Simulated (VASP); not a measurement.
# ZnS (l) (F-43m) in VASP: a series of runs

ZnS (l) is run at these levels: LDA; tasks: single point.

Everything below comes from runs of VASP 6.6.1. Logs are shortened: lines on timing, memory, paths and dates and some standing lists are left out, and cuts for length are marked.

### 1 The cell of the first run

Symmetry: F-43m, No. 216, cubic system. The conventional cell has a = 5.297 Å, b = 5.297 Å, c = 5.297 Å, α = 90.00°, β = 90.00°, γ = 90.00°. Within 3.0 Å of Zn (site symmetry -43m) lie 4 S at 2.29 Å. S (site symmetry -43m) has 4 Zn at 2.29 Å within 3.0 Å.

### 2 Single point, LDA

File INCAR:

```
PREC = Accurate ; ENCUT = 500
EDIFF = 1E-6 ; ISMEAR = 0
SIGMA = 0.02 ; LREAL = F
LASPH = T ; NELM = 120
ALGO = Normal ; ISIF = 2
LWAVE = F ; LCHARG = F
GGA = CA ; NBANDS = 16
GGA_COMPAT = F
```

File KPOINTS:

```
Automatic mesh
0
Gamma
  10 10 10
```

File POSCAR:

```
ZnS
1.0
    0.0000000000      2.6484239288      2.6484239288
    2.6484239288      0.0000000000      2.6484239288
    2.6484239288      2.6484239288      0.0000000000
Zn S
1 1
Direct
    0.0000000000      0.0000000000      0.0000000000
    0.2500000000      0.2500000000      0.2500000000
```

Potentials or basis: VASP PAW LDA potentials, release 64 (Zn, S).

The run is started by

```bash
$ cat potpaw_LDA.64/Zn/POTCAR potpaw_LDA.64/S/POTCAR > POTCAR
$ mpirun -np 1 vasp_std > vasp.out
```

OUTCAR:

```text
PREC = Accurate
   ENCUT = 500
   EDIFF = 1E-6
   ISMEAR = 0
   LREAL = F
   LASPH = T
   NELM = 120
   ISIF = 2
   GGA = CA

 ion  position               nearest neighbor table
   1  0.000  0.000  0.000-   2 2.29   2 2.29   2 2.29   2 2.29
   2  0.250  0.250  0.250-   1 2.29   1 2.29   1 2.29   1 2.29

  LATTYP: Found a face centered cubic cell.
 ALAT       =     5.2968478576

  Lattice vectors:

 A1 = (   0.0000000000,   2.6484239288,   2.6484239288)
 A2 = (   2.6484239288,   0.0000000000,   2.6484239288)
 A3 = (   2.6484239288,   2.6484239288,   0.0000000000)

Analysis of symmetry for initial positions (statically):
=====================================================================
 Subroutine PRICEL returns:
 Original cell was already a primitive cell.

 Routine SETGRP: Setting up the symmetry group for a
 face centered cubic supercell.

 Subroutine GETGRP returns: Found 24 space group operations
 (whereof 24 operations were pure point group operations)
 out of a pool of 48 trial point group operations.

The static configuration has the point symmetry T_d .

Analysis of symmetry for dynamics (positions and initial velocities):
=====================================================================
 Subroutine PRICEL returns:
 Original cell was already a primitive cell.

 Routine SETGRP: Setting up the symmetry group for a
 face centered cubic supercell.

 Subroutine GETGRP returns: Found 24 space group operations
 (whereof 24 operations were pure point group operations)
 out of a pool of 48 trial point group operations.

The dynamic configuration has the point symmetry T_d .

 Subroutine INISYM returns: Found 24 space group operations
 (whereof 24 operations are pure point group operations),
 and found     1 'primitive' translations

----------------------------------------------------------------------------------------

                                     Primitive cell

  volume of cell :      37.1529

  direct lattice vectors                    reciprocal lattice vectors
     0.000000000  2.648423929  2.648423929    -0.188791528  0.188791528  0.188791528
     2.648423929  0.000000000  2.648423929     0.188791528 -0.188791528  0.188791528
     2.648423929  2.648423929  0.000000000     0.188791528  0.188791528 -0.188791528

  length of vectors
     3.745437039  3.745437039  3.745437039     0.326996518  0.326996518  0.326996518

  position of ions in fractional coordinates (direct lattice)
     0.000000000  0.000000000  0.000000000
     0.250000000  0.250000000  0.250000000

  ion indices of the primitive-cell ions
   primitive index   ion index
                 1           1
                 2           2

----------------------------------------------------------------------------------------

 KPOINTS: Automatic mesh

Automatic generation of k-mesh.
 Grid dimensions read from file:
 generate k-points for:   10   10   10

 Generating k-lattice:

  Cartesian coordinates                     Fractional coordinates (reciprocal lattice)
    -0.018879153  0.018879153  0.018879153     0.100000000  0.000000000  0.000000000
     0.018879153 -0.018879153  0.018879153     0.000000000  0.100000000  0.000000000
     0.018879153  0.018879153 -0.018879153     0.000000000  0.000000000  0.100000000

  Length of vectors
     0.032699652  0.032699652  0.032699652

  Shift w.r.t. Gamma in fractional coordinates (k-lattice)
     0.000000000  0.000000000  0.000000000

 Subroutine IBZKPT returns following result:
 ===========================================

 Found     47 irreducible k-points:

 Following reciprocal coordinates:
            Coordinates               Weight
  0.000000  0.000000  0.000000      1.000000
  0.100000  0.000000  0.000000      8.000000
  0.200000  0.000000  0.000000      8.000000
  0.300000  0.000000  0.000000      8.000000
  0.400000  0.000000  0.000000      8.000000
  0.500000  0.000000  0.000000      4.000000
[... 16 lines left out ...]
  0.300000  0.300000  0.000000      6.000000
  0.400000  0.300000  0.000000     24.000000
 [... further k-points ...]
   k-points           NKPTS =     47   k-points in BZ     NKDIM =     47   number of bands    NBANDS=     16
   number of dos      NEDOS =    301   number of ions     NIONS =      2
   total plane-waves  NPLWV =  21952
   dimension x,y,z NGX =    28 NGY =   28 NGZ =   28
   dimension x,y,z NGXF=    56 NGYF=   56 NGZF=   56
   ions per type =               1   1
   NGX,Y,Z   is equivalent  to a cutoff of  12.43, 12.43, 12.43 a.u.
   NGXF,Y,Z  is equivalent  to a cutoff of  24.86, 24.86, 24.86 a.u.
 SYSTEM =  unknown system
   PREC   = accura    normal or accurate (medium, high low for compatibility)
   ISTART =      0    job   : 0-new  1-cont  2-samecut
   ICHARG =      2    charge: 1-file 2-atom 10-const
   ISPIN  =      1    spin polarized calculation?
   LNONCOLLINEAR =      F non collinear calculations
   LSORBIT =      F    spin-orbit coupling
   LASPH  =      T    aspherical Exc in radial PAW
   ENCUT  =  500.0 eV  36.75 Ry    6.06 a.u.   6.83  6.83  6.83*2*pi/ulx,y,z
   NELM   =    120;   NELMIN=  2; NELMDL= -5     # of ELM steps
   EDIFF  = 0.1E-05   stopping-criterion for ELM
   LREAL  =      F    real-space projection
   EDIFFG = 0.1E-04   stopping-criterion for IOM
   NSW    =      0    number of steps for IOM
   IBRION =     -1    ionic relax: 0-MD 1-quasi-New 2-CG
   NFREE  =      0    steps in history (QN), initial steepest desc. (CG)
   ISIF   =      2    stress and relaxation
   ISYM   =      2    0-nonsym 1-usesym 2-fastsym
   POTIM  = 0.5000    time-step for ionic-motion
   TEBEG  =    0.0;   TEEND  =   0.0 temperature during run
   PSTRESS=    0.0 pullay stress
   NELECT =      18.0000    total number of electrons
   NUPDOWN=      -1.0000    fix difference up-down
   EMIN   =  10.00;   EMAX   =-10.00  energy-range for DOS
   EFERMI =   0.00;   METHOD = LEGACY
   ISMEAR =     0;   SIGMA  =   0.02  broadening in eV -4-tet -1-fermi 0-gaus
   EFERMI_NEDOS =   21; number of points for ismear=-14 and -15
   IALGO  =     38    algorithm
   IMIX   =      4    mixing-type and parameters
     AMIX     =   0.40;   BMIX     =  1.00
     AMIX_MAG =   1.60;   BMIX_MAG =  1.00
  volume/ion in A,a.u.               =      18.58       125.36
  Fermi-wavevector in a.u.,A,eV,Ry     =   1.285784  2.429780 22.493718  1.653242
  Thomas-Fermi vector in A             =   2.417898
   LORBIT       =      0    0 simple, 1 ext, 2 COOP (PROOUT), +10 PAW based schemes
   GGA     = CA    functional components
   LHFCALC =     F    Hartree Fock is set to
   AEXX    =    0.0000 exact exchange contribution
   IVDW    =     0    specifies the selected vdW correction
   LEPSILON=     F    determine dielectric tensor
   LRPA    =     F    only Hartree local field effects (RPA)
 non-spin polarized calculation
 Gauss-broadening in eV      SIGMA  =   0.02
  energy-cutoff  :      500.00
  volume of cell :       37.15
 maximum number of plane-waves:       960
   NGX = 13   NGY = 13   NGZ = 13

 number of electron      18.0000014 magnetization

 Free energy of the ion-electron system (eV)
  ---------------------------------------------------
  ext. energy  EPLUGINS =         0.00000000
  ---------------------------------------------------
  free energy    TOTEN  =        -8.20775968 eV

  energy without entropy =       -8.20775968  energy(sigma->0) =       -8.20775968

 E-fermi :   2.6417     XC(G=0): -10.3163

 val. band max:        2.5130661279   @ k =   0.0000   0.0000   0.0000
 cond. band min:       4.6731595973   @ k =   0.0000   0.0000   0.0000
 fundamental gap:      2.1600934694
 Fermi energy:         2.6416885045

 k-point     1 :       0.0000    0.0000    0.0000
  band No.  band energies     occupation
      1     -11.0343      2.00000
      2      -4.2434      2.00000
      3      -4.2434      2.00000
      4      -4.2434      2.00000
      5      -3.6902      2.00000
      6      -3.6902      2.00000
[... 8 lines left out ...]
     15      14.3392      0.00000
     16      14.3726      0.00000

 k-point     2 :       0.1000    0.0000    0.0000
  band No.  band energies     occupation
      1     -10.9489      2.00000
      2      -4.2467      2.00000
      3      -4.2280      2.00000
      4      -4.2280      2.00000
      5      -3.6918      2.00000
      6      -3.6918      2.00000
[... 8 lines left out ...]
     15      13.8378      0.00000
     16      14.9733      0.00000

 k-point     3 :       0.2000    0.0000    0.0000
  band No.  band energies     occupation
      1     -10.7119      2.00000
      2      -4.2368      2.00000
      3      -4.1901      2.00000
      4      -4.1901      2.00000
      5      -3.6922      2.00000
      6      -3.6922      2.00000
[... 8 lines left out ...]
     15      13.3790      0.00000
     16      14.9242      0.00000

 k-point     4 :       0.3000    0.0000    0.0000
  band No.  band energies     occupation
      1     -10.3866      2.00000
      2      -4.1551      2.00000
      3      -4.1500      2.00000
      4      -4.1500      2.00000
      5      -3.6827      2.00000
      6      -3.6827      2.00000
[... 8 lines left out ...]
     15      13.7758      0.00000
     16      14.3409      0.00000

 k-point     5 :       0.4000    0.0000    0.0000
  band No.  band energies     occupation
      1     -10.0895      2.00000
      2      -4.1248      2.00000
      3      -4.1248      2.00000
      4      -3.9084      2.00000
      5      -3.6649      2.00000
      6      -3.6649      2.00000
[... 8 lines left out ...]
     15      14.9912      0.00000
     16      14.9912      0.00000

 k-point     6 :       0.5000    0.0000    0.0000
  band No.  band energies     occupation
      1      -9.9659      2.00000
      2      -4.1172      2.00000
      3      -4.1172      2.00000
      4      -3.6554      2.00000
      5      -3.6554      2.00000
      6      -3.4704      2.00000
[... 8 lines left out ...]
     15      16.0597      0.00000
     16      16.0597      0.00000

 k-point     7 :       0.1000    0.1000    0.0000
  band No.  band energies     occupation
      1     -10.9204      2.00000
      2      -4.2616      2.00000
      3      -4.2157      2.00000
      4      -4.2157      2.00000
      5      -3.7035      2.00000
      6      -3.6818      2.00000
[... 8 lines left out ...]
     15      14.4722      0.00000
     16      15.2920      0.00000

 k-point     8 :       0.2000    0.1000    0.0000
  band No.  band energies     occupation
      1     -10.7336      2.00000
      2      -4.2678      2.00000
      3      -4.1799      2.00000
      4      -4.1779      2.00000
      5      -3.7135      2.00000
      6      -3.6744      2.00000
[... 8 lines left out ...]
     15      14.3067      0.00000
     16      15.9904      0.00000

 k-point     9 :       0.3000    0.1000    0.0000
  band No.  band energies     occupation
      1     -10.4359      2.00000
      2      -4.2265      2.00000
      3      -4.1341      2.00000
      4      -4.1302      2.00000
      5      -3.7088      2.00000
      6      -3.6646      2.00000
[... 8 lines left out ...]
     15      14.4942      0.00000
     16      15.3914      0.00000
[... 172 lines left out ...]
 k-point    19 :       0.5000    0.2000    0.0000
  band No.  band energies     occupation
      1      -9.8553      2.00000
      2      -4.1440      2.00000
      3      -4.0320      2.00000
      4      -3.8547      2.00000
      5      -3.6459      2.00000
      6      -3.5163      2.00000
[... 8 lines left out ...]
     15      16.1289      0.00000
     16      17.1595      0.00000

 k-point    20 :      -0.4000    0.2000    0.0000
  band No.  band energies     occupation
      1      -9.8268      2.00000
      2      -4.1208      2.00000
      3      -4.0415      2.00000
      4      -3.7602      2.00000
      5      -3.6727      2.00000
      6      -3.4576      2.00000
[... 8 lines left out ...]
     15      14.5829      0.00000
     16      16.9724      0.00000

 k-point    21 :      -0.3000    0.2000    0.0000
  band No.  band energies     occupation
      1      -9.9973      2.00000
      2      -4.1152      2.00000
      3      -4.0730      2.00000
      4      -3.9480      2.00000
      5      -3.7034      2.00000
      6      -3.6203      2.00000
[... 8 lines left out ...]
     15      15.8216      0.00000
     16      17.1219      0.00000

 k-point    22 :      -0.2000    0.2000    0.0000
  band No.  band energies     occupation
      1     -10.2766      2.00000
      2      -4.1537      2.00000
      3      -4.1214      2.00000
      4      -4.1171      2.00000
      5      -3.7167      2.00000
      6      -3.6468      2.00000
[... 8 lines left out ...]
     15      15.5094      0.00000
     16      17.2162      0.00000

 k-point    23 :       0.3000    0.3000    0.0000
  band No.  band energies     occupation
      1     -10.1689      2.00000
      2      -4.3282      2.00000
      3      -4.0209      2.00000
      4      -4.0209      2.00000
      5      -3.7306      2.00000
      6      -3.6328      2.00000
[... 8 lines left out ...]
     15      15.4418      0.00000
     16      19.4160      0.00000

 k-point    24 :       0.4000    0.3000    0.0000
  band No.  band energies     occupation
      1      -9.9342      2.00000
      2      -4.2958      2.00000
      3      -3.9706      2.00000
      4      -3.9632      2.00000
      5      -3.6687      2.00000
      6      -3.6239      2.00000
[... 8 lines left out ...]
     15      16.0164      0.00000
     16      18.6384      0.00000

 [... further k-points ...]
[... 5 lines left out ...]
  --------------------------------------------------------------------------------------
  -------------------------------------------------------------------------------------
  Total        0.0512048      0.0512048      0.0512048      0.0000000      0.0000000     -0.0000000
  in kB        2.2081509      2.2081509      2.2081509      0.0000000      0.0000000     -0.0000000
  external PRESSURE =       2.2081509 kB  Pullay stress =       0.0000000 kB

 VOLUME and BASIS-vectors are now :
 -----------------------------------------------------------------------------
  energy-cutoff  :      500.00
  volume of cell :       37.15
      direct lattice vectors                 reciprocal lattice vectors
     0.000000000  2.648423929  2.648423929    -0.188791528  0.188791528  0.188791528
     2.648423929  0.000000000  2.648423929     0.188791528 -0.188791528  0.188791528
     2.648423929  2.648423929  0.000000000     0.188791528  0.188791528 -0.188791528

 POSITION                                       TOTAL-FORCE (eV/Angst)
 -----------------------------------------------------------------------------------
      0.00000      0.00000      0.00000         0.000000     -0.000000     -0.000000
      1.32421      1.32421      1.32421        -0.000000      0.000000      0.000000
 -----------------------------------------------------------------------------------
    total drift:                                0.000001      0.000001      0.000001

  FREE ENERGIE OF THE ION-ELECTRON SYSTEM (eV)
  ---------------------------------------------------
  free  energy   TOTEN  =        -8.2077596753 eV

  energy  without entropy=       -8.2077596753  energy(sigma->0) =       -8.20775968
```

Wall time 28 s (1 thread of Intel Xeon Platinum 8375C at 2.90GHz (Ice Lake), shared host); peak memory 0.15 GiB.

What came out:

* Free energy: -8.2078 eV
* Pressure: 0.2 GPa
* Band gap on the k mesh: 2.16 eV, direct

### 3 Single point, LDA

File INCAR:

```
ALGO     = Normal         # electronic algorithm
EDIFF    = 1E-6           # SCF threshold, eV
ENCUT    = 500            # plane-wave cutoff, eV
GGA_COMPAT= False        
ISIF     = 2              # what is computed and relaxed
ISMEAR   = 0              # smearing method
LASPH    = True           # aspherical terms in the spheres
LCHARG   = False          # write CHGCAR
LREAL    = False          # projectors in reciprocal space
LWAVE    = False          # write WAVECAR
NBANDS   = 16             # bands
NELM     = 120            # most SCF steps
PREC     = Accurate       # precision mode
SIGMA    = 0.02           # smearing width, eV
```

File KPOINTS:

```
k-points
0
Gamma
  10 10 10
```

POSCAR is that of step 2.

Potentials or basis: VASP PAW LDA potentials, release 64 (Zn, S).

The run is started by

```bash
$ cat potpaw_LDA.64/Zn/POTCAR potpaw_LDA.64/S/POTCAR > POTCAR
$ mpirun -np 1 vasp_std > vasp.out
```

Run time: 35 s. Hardware: 1 thread of Intel Xeon Platinum 8375C at 2.90GHz (Ice Lake), shared host; peak memory 0.15 GiB.

Results (log left out):

- Free energy: -8.2078 eV
- Pressure: 0.2 GPa
- Band gap on the k mesh: 2.16 eV, direct

Levels at points of the mesh, in eV from the valence-band top:
```tsv
k point	band 6	band 7	band 8	band 9	band 10	band 11	band 12	band 13
(0.00, 0.00, 0.00)	-6.20	0.00	0.00	0.00	2.16	6.21	6.21	6.21
(0.50, 0.00, 0.00)	-5.98	-5.78	-0.97	-0.97	3.23	6.76	6.76	8.85
(0.50, 0.50, 0.00)	-5.96	-4.91	-2.47	-2.47	3.06	3.89	11.16	12.20
```

As with any semilocal functional, this LDA gap is likely too small.
